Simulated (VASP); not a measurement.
# Be2S in VASP: notebook, part 2 of 2

VASP 6.6.1.

### 3 Single point, PBE

File INCAR:

```
ALGO = Normal
EDIFF = 1E-6
ENCUT = 520
GGA = PE
ISIF = 2
ISMEAR = 0
LASPH = T
LCHARG = F
LREAL = F
LWAVE = F
NBANDS = 12
NELM = 60
PREC = Accurate
SIGMA = 0.1
```

File KPOINTS:

```
k-points
0
Gamma
  14 14 12
```

File POSCAR:

```
Be2S
1.0
    3.1575684831      0.0000000000      0.0000000000
    0.0000000000      3.1575684831      0.0000000000
    0.0000000000      0.0000000000      3.9403712382
Be S
2 1
Direct
    0.0000000000      0.5000000000      0.1685357349
    0.5000000000      0.0000000000      0.8314642651
    0.5000000000      0.5000000000      0.5000000000
```

Potentials or basis: VASP PAW PBE potentials, release 64 (Be, S).

Launch:

```
$ cat potpaw_PBE.64/Be/POTCAR potpaw_PBE.64/S/POTCAR > POTCAR
$ mpirun -np 1 vasp_std > vasp.out
```

OUTCAR:

```text
EDIFF = 1E-6
   ENCUT = 520
   GGA = PE
   ISIF = 2
   ISMEAR = 0
   LASPH = T
   LREAL = F
   NELM = 60
   PREC = Accurate

 ion  position               nearest neighbor table
   1  0.000  0.500  0.169-   3 2.05   3 2.05
   2  0.500  0.000  0.831-   3 2.05   3 2.05
   3  0.500  0.500  0.500-   1 2.05   2 2.05   2 2.05   1 2.05

  LATTYP: Found a simple tetragonal cell.
 ALAT       =     3.1575684831
 C/A-ratio  =     1.2479131519

  Lattice vectors:

 A1 = (   3.1575684831,   0.0000000000,   0.0000000000)
 A2 = (   0.0000000000,   3.1575684831,   0.0000000000)
 A3 = (   0.0000000000,   0.0000000000,   3.9403712382)

Analysis of symmetry for initial positions (statically):
=====================================================================
 Subroutine PRICEL returns:
 Original cell was already a primitive cell.

 Routine SETGRP: Setting up the symmetry group for a
 simple tetragonal supercell.

 Subroutine GETGRP returns: Found  8 space group operations
 (whereof  8 operations were pure point group operations)
 out of a pool of 16 trial point group operations.

The static configuration has the point symmetry D_2d.

Analysis of symmetry for dynamics (positions and initial velocities):
=====================================================================
 Subroutine PRICEL returns:
 Original cell was already a primitive cell.

 Routine SETGRP: Setting up the symmetry group for a
 simple tetragonal supercell.

 Subroutine GETGRP returns: Found  8 space group operations
 (whereof  8 operations were pure point group operations)
 out of a pool of 16 trial point group operations.

The dynamic configuration has the point symmetry D_2d.

 Subroutine INISYM returns: Found  8 space group operations
 (whereof  8 operations are pure point group operations),
 and found     1 'primitive' translations

[... 119 lines left out ...]
  Thomas-Fermi vector in A             =   2.171955
   LORBIT       =      0    0 simple, 1 ext, 2 COOP (PROOUT), +10 PAW based schemes
   GGA     = PE    functional components
   LHFCALC =     F    Hartree Fock is set to
   AEXX    =    0.0000 exact exchange contribution
   IVDW    =     0    specifies the selected vdW correction
   LEPSILON=     F    determine dielectric tensor
   LRPA    =     F    only Hartree local field effects (RPA)
 non-spin polarized calculation
 Gauss-broadening in eV      SIGMA  =   0.10
  energy-cutoff  :      520.00
  volume of cell :       39.29
 maximum number of plane-waves:      1088
 NGX is ok and might be reduce to    24

 number of electron      10.0000003 magnetization

 Free energy of the ion-electron system (eV)
  ---------------------------------------------------
  ext. energy  EPLUGINS =         0.00000000
  ---------------------------------------------------
  free energy    TOTEN  =       -11.74755059 eV

  energy without entropy =      -11.74692374  energy(sigma->0) =      -11.74723716

 E-fermi :   5.6036     XC(G=0):  -9.8095

 val. band max:        5.5920780787   @ k =   0.1429   0.0000   0.5000
 cond. band min:       5.7657218506   @ k =   0.5000   0.2143   0.0833
 fundamental gap:      0.1736437719
 Fermi energy:         5.6035771977

 k-point     1 :       0.0000    0.0000    0.0000
  band No.  band energies     occupation
      1      -9.7923      2.00000
      2       0.2128      2.00000
      3       1.8451      2.00000
      4       2.6607      2.00000
      5       2.6607      2.00000
      6       9.0142      0.00000
      7       9.9108      0.00000
      8      12.4771      0.00000
      9      12.4771      0.00000
     10      12.9560      0.00000
     11      12.9560      0.00000
     12      14.3900      0.00000
[... 331 lines left out ...]
 k-point    24 :       0.3571    0.2143    0.0000
  band No.  band energies     occupation
      1      -8.6405      2.00000
      2      -1.0005      2.00000
      3       0.9877      2.00000
      4       1.3640      2.00000
      5       3.9289      2.00000
      6       6.8076      0.00000
      7       8.9854      0.00000
      8      10.4645      0.00000
      9      12.2534      0.00000
     10      12.7113      0.00000
     11      14.0188      0.00000
     12      15.8466      0.00000

 [... further k-points ...]
[... 5 lines left out ...]
  --------------------------------------------------------------------------------------
  -------------------------------------------------------------------------------------
  Total        0.0075574      0.0075574      0.0313349      0.0000000      0.0000000      0.0000000
  in kB        0.3082060      0.3082060      1.2778965      0.0000000      0.0000000      0.0000000
  external PRESSURE =       0.6314361 kB  Pullay stress =       0.0000000 kB

 VOLUME and BASIS-vectors are now :
 -----------------------------------------------------------------------------
  energy-cutoff  :      520.00
  volume of cell :       39.29
      direct lattice vectors                 reciprocal lattice vectors
     3.157568483  0.000000000  0.000000000     0.316699386  0.000000000  0.000000000
     0.000000000  3.157568483  0.000000000     0.000000000  0.316699386  0.000000000
     0.000000000  0.000000000  3.940371238     0.000000000  0.000000000  0.253783194

 POSITION                                       TOTAL-FORCE (eV/Angst)
 -----------------------------------------------------------------------------------
      0.00000      1.57878      0.66409        -0.000000      0.000000     -0.017575
      1.57878      0.00000      3.27628         0.000000      0.000000      0.017575
      1.57878      1.57878      1.97019         0.000000     -0.000000      0.000000
 -----------------------------------------------------------------------------------
    total drift:                                0.000000     -0.000000     -0.000000

  FREE ENERGIE OF THE ION-ELECTRON SYSTEM (eV)
  ---------------------------------------------------
  free  energy   TOTEN  =       -11.7475505876 eV

  energy  without entropy=      -11.7469237393  energy(sigma->0) =      -11.74723716
```

OSZICAR:

```text
N       E                     dE             d eps       ncg     rms          rms(c)
DAV:   1     0.242489974393E+02    0.24249E+02   -0.42802E+03  6048   0.700E+02
DAV:   2    -0.987759755996E+01   -0.34127E+02   -0.32006E+02  7776   0.124E+02
DAV:   3    -0.118948382845E+02   -0.20172E+01   -0.20089E+01  8016   0.308E+01
DAV:   4    -0.119124235865E+02   -0.17585E-01   -0.17580E-01  7460   0.332E+00
DAV:   5    -0.119126255852E+02   -0.20200E-03   -0.20199E-03  8504   0.362E-01    0.795E+00
DAV:   6    -0.117848220415E+02    0.12780E+00   -0.13991E-01  7012   0.176E+00    0.503E+00
DAV:   7    -0.117485836267E+02    0.36238E-01   -0.12415E-01  7340   0.184E+00    0.693E-01
DAV:   8    -0.117474698990E+02    0.11137E-02   -0.11306E-02  7268   0.601E-01    0.113E-01
DAV:   9    -0.117475290056E+02   -0.59107E-04   -0.64807E-04  7328   0.176E-01    0.369E-02
DAV:  10    -0.117475451625E+02   -0.16157E-04   -0.23516E-05  7784   0.327E-02    0.121E-02
DAV:  11    -0.117475503844E+02   -0.52220E-05   -0.10324E-05  7392   0.198E-02    0.793E-03
DAV:  12    -0.117475505876E+02   -0.20316E-06   -0.72636E-07  4880   0.552E-03
   1 F= -.11747551E+02 E0= -.11747237E+02  d E =-.626848E-03
```

stdout:

```text
POSCAR found type information on POSCAR BeS
 POSCAR found :  2 types and       3 ions
 scaLAPACK will be used
 LDA part: xc-table for (Slater+PW92), standard interpolation
 POSCAR, INCAR and KPOINTS ok, starting setup
 FFT: planning ... GRIDC
 FFT: planning ... GRID_SOFT
 FFT: planning ... GRID
 WAVECAR not read
 entering main loop
```

Wall time 42 s (1 thread of AMD EPYC 9R45 (Zen 5), shared host); peak memory 0.19 GiB.

Results:

* Free energy: -11.7476 eV
* Pressure: 0.1 GPa
* Largest force: 0.018 eV/Å
* Band gap on the k mesh: zero (band 5 reaches 6.18 eV, above the bottom of band 6 at 5.03 eV)

Forces on the atoms (eV/Å):
```
Be   0.000  0.000 -0.018
Be   0.000  0.000  0.018
S    0.000  0.000  0.000
```

Stress tensor (GPa, compression positive):
```
0.03 0.00 0.00
0.00 0.03 0.00
0.00 0.00 0.13
```

Levels at points of the mesh, in eV from the Fermi level:
```tsv
k point	band 2	band 3	band 4	band 5	band 6	band 7	band 8	band 9
(0.00, 0.00, 0.00)	-5.39	-3.76	-2.94	-2.94	3.41	4.31	6.87	6.87
(0.50, 0.00, 0.00)	-7.72	-4.65	-2.09	-0.61	-0.58	3.56	5.43	5.59
(0.50, 0.50, 0.00)	-6.20	-6.20	-3.97	-2.20	1.60	2.68	2.68	6.14
(0.00, 0.00, 0.50)	-8.45	-2.41	-2.41	0.58	3.02	3.02	3.96	4.49
(0.50, 0.00, 0.50)	-7.08	-7.04	-3.20	-1.76	3.48	5.70	6.27	6.44
(0.50, 0.50, 0.50)	-6.24	-5.95	-5.95	-0.53	0.55	0.55	0.97	8.02
```

### 4 Single point, PBE

This run uses another cell than the first one: it holds 6 atoms, not 3.

File INCAR:

```
  PREC = Accurate
  ENCUT = 520
  EDIFF = 1E-6
  ISMEAR = 0
  SIGMA = 0.2
  LREAL = False
  LASPH = True
  NELM = 60
  ALGO = Normal
  ISIF = 2
  LWAVE = False
  LCHARG = True
  GGA = PE
  LELF = True
  LVHAR = True
  NBANDS = 19
```

File KPOINTS:

```
Automatic mesh
0
Gamma
  9 9 4
```

File POSCAR:

```
Be2S
1.0
    3.0537477254      0.8055789402     -0.0083228024
   -0.8011578029      3.0549163643      0.0077232992
    0.0215333524     -0.0125310417      7.8769002044
Be S
4 2
Direct
    0.1675488306      0.6663909541      0.3342803832
    0.1651417030      0.6671769905      0.8342717419
    0.6663765141      0.1673351649      0.1657248309
    0.6674309226      0.1656739618      0.6657267247
    0.1661599221      0.1671470380      0.9999950528
    0.1673421076      0.1662758906      0.5000012665
```

Launch:

```
$ cat potpaw_PBE.64/Be/POTCAR potpaw_PBE.64/S/POTCAR > POTCAR
$ mpirun -np 1 vasp_std > vasp.out
```

It took 95 s on 1 thread of AMD EPYC 9R45 (Zen 5), shared host; peak memory 0.28 GiB.

It converged, with:

```yaml
Free_energy: -23.4855 eV
Pressure: 0.1 GPa
Largest_force: 0.017 eV/Å
Band_gap_on_the_k_mesh: zero (band 10 reaches 6.19 eV, above the bottom of band 11 at 5.71 eV)
```

Forces on the atoms (eV/Å):
```
Be  -0.001  0.001 -0.017
Be   0.002  0.000 -0.016
Be   0.000  0.000  0.016
Be  -0.001  0.000  0.016
S    0.001 -0.001  0.000
S    0.000  0.000  0.000
```

Stress tensor (GPa, compression positive):
```
 0.07 -0.05  0.01
-0.05  0.01  0.00
 0.01  0.00  0.17
```

Levels at points of the mesh, in eV from the Fermi level:
```tsv
k point	band 8	band 9	band 10	band 11	band 12	band 13
(0.00, 0.00, 0.00)	-2.52	-2.52	0.48	2.91	2.92	3.30
(0.00, 0.00, 0.50)	-2.81	-1.29	-1.29	3.56	3.56	4.13
```

### 5 Relaxation of cell and atoms, PBE

File INCAR:

```
PREC = Accurate ; ENCUT = 600
EDIFF = 1E-6 ; ISMEAR = 0
SIGMA = 0.1 ; LREAL = F
LASPH = T ; NELM = 60
ALGO = Normal ; ISIF = 3
LWAVE = F ; LCHARG = F
GGA = PE ; IBRION = 2
NSW = 100 ; EDIFFG = -0.01
```

File KPOINTS:

```
Automatic mesh
0
Gamma
  14 14 12
```

File POSCAR:

```
Be2S
1.0
    3.1582296731      0.0000000000      0.0000000000
    0.0000000000      3.1582296731      0.0000000000
    0.0000000000      0.0000000000      3.9384698026
Be S
2 1
Direct
    0.0000000000      0.5000000000      0.1685558058
    0.5000000000      0.0000000000      0.8314441942
    0.5000000000      0.5000000000      0.5000000000
```

Potentials or basis: VASP PAW PBE potentials, release 64 (Be, S).

Launch:

```
$ cat potpaw_PBE.64/Be/POTCAR potpaw_PBE.64/S/POTCAR > POTCAR
$ mpirun -np 1 vasp_std > vasp.out
```

OUTCAR:

```text
PREC = Accurate
   ENCUT = 600
   EDIFF = 1E-6
   ISMEAR = 0
   LREAL = F
   LASPH = T
   NELM = 60
   ISIF = 3
   GGA = PE
   IBRION = 2
   NSW = 100
   EDIFFG = -0.01

 ion  position               nearest neighbor table
   1  0.000  0.500  0.169-   3 2.05   3 2.05
   2  0.500  0.000  0.831-   3 2.05   3 2.05
   3  0.500  0.500  0.500-   1 2.05   2 2.05   2 2.05   1 2.05

  LATTYP: Found a simple tetragonal cell.
 ALAT       =     3.1582296731
 C/A-ratio  =     1.2470498381

[... 524 lines left out ...]
      7       8.9735      0.00000
      8      10.4516      0.00000
      9      12.2356      0.00000

 [... further k-points ...]
[... 5 lines left out ...]
  --------------------------------------------------------------------------------------
  -------------------------------------------------------------------------------------
  Total       -0.0159592     -0.0159592     -0.0065249      0.0000000      0.0000000      0.0000000
  in kB       -0.6501223     -0.6501223     -0.2658016      0.0000000      0.0000000      0.0000000
  external PRESSURE =      -0.5220154 kB  Pullay stress =       0.0000000 kB

 VOLUME and BASIS-vectors are now :
 -----------------------------------------------------------------------------
  energy-cutoff  :      600.00
  volume of cell :       39.33
      direct lattice vectors                 reciprocal lattice vectors
     3.158668129  0.000000000  0.000000000     0.316589132  0.000000000 -0.000000000
     0.000000000  3.158668129  0.000000000     0.000000000  0.316589132  0.000000000
     0.000000000  0.000000000  3.942030615    -0.000000000  0.000000000  0.253676366

 POSITION                                       TOTAL-FORCE (eV/Angst)
 -----------------------------------------------------------------------------------
      0.00000      1.57933      0.66342        -0.000000     -0.000000     -0.002341
      1.57933      0.00000      3.27861         0.000000     -0.000000      0.002341
      1.57933      1.57933      1.97102        -0.000000      0.000000      0.000000
 -----------------------------------------------------------------------------------
    total drift:                               -0.000000      0.000000      0.000000

  FREE ENERGIE OF THE ION-ELECTRON SYSTEM (eV)
  ---------------------------------------------------
  free  energy   TOTEN  =       -11.7479841472 eV

  energy  without entropy=      -11.7473557255  energy(sigma->0) =      -11.74766994

 reached required accuracy - stopping structural energy minimisation
```

Wall time 56 s (1 thread of AMD EPYC 9R45 (Zen 5), shared host); peak memory 0.21 GiB.

What came out:

```
Free energy                            : -11.7480 eV
Relaxed volume                         : 13.11 Å³/atom
Relaxed cell                           : a = 3.159 Å, b = 3.159 Å, c = 3.942 Å, α = 90.00°, β = 90.00°, γ = 90.00°
Space group after relaxing (to 0.05 Å) : P-4m2 (No. 115)
Energy gained by relaxing              : 0.0 meV/atom
Ionic steps                            : 2
Pressure after relaxing                : -0.1 GPa
Band gap on the k mesh                 : zero (band 5 reaches 6.17 eV, above the bottom of band 6 at 5.02 eV)
```

Forces on the atoms (eV/Å):
```
Be   0.000  0.000 -0.002
Be   0.000  0.000  0.002
S    0.000  0.000  0.000
```

Final structure:
```
Be S
1.0
     3.15867    0.00000    0.00000
     0.00000    3.15867    0.00000
     0.00000    0.00000    3.94203
Be S
2 1
Direct
  0.00000 0.50000 0.16829
  0.50000 0.00000 0.83171
  0.50000 0.50000 0.50000
```

### 6 The runs side by side

| task | cell | k mesh | cutoff (eV) | smearing | gap on the mesh (eV) | pressure (GPa) | largest force (eV/Å) |
| --- | --- | --- | --- | --- | --- | --- | --- |
| single point | a = 3.158, b = 3.158, c = 3.938 Å, 3 atoms | 6 × 6 × 4 | 520 | gaussian 0.1 eV | none | 0.2 | 0.05 |
| single point | a = 3.158, b = 3.158, c = 3.940 Å, 3 atoms | 14 × 14 × 12 | 520 | gaussian 0.1 eV | none | 0.1 | 0.02 |
| single point | a = 3.158, b = 3.158, c = 7.877 Å, angles 90.0, 90.0, 89.9°, 6 atoms | 9 × 9 × 4 | 520 | gaussian 0.2 eV | none | 0.1 | 0.02 |
| relaxation of cell and atoms | relaxed from a = 3.158, b = 3.158, c = 3.938 Å, 3 atoms | 14 × 14 × 12 | 600 | gaussian 0.1 eV | none | -0.1 | - |

Alike in all rows: level PBE; potentials or basis VASP PAW PBE potentials, release 64 (Be, S); no spin polarisation.

Caveats: some runs use coarse meshes.

Total energies depend on the potentials used, so only differences within one code and one set of settings carry meaning.
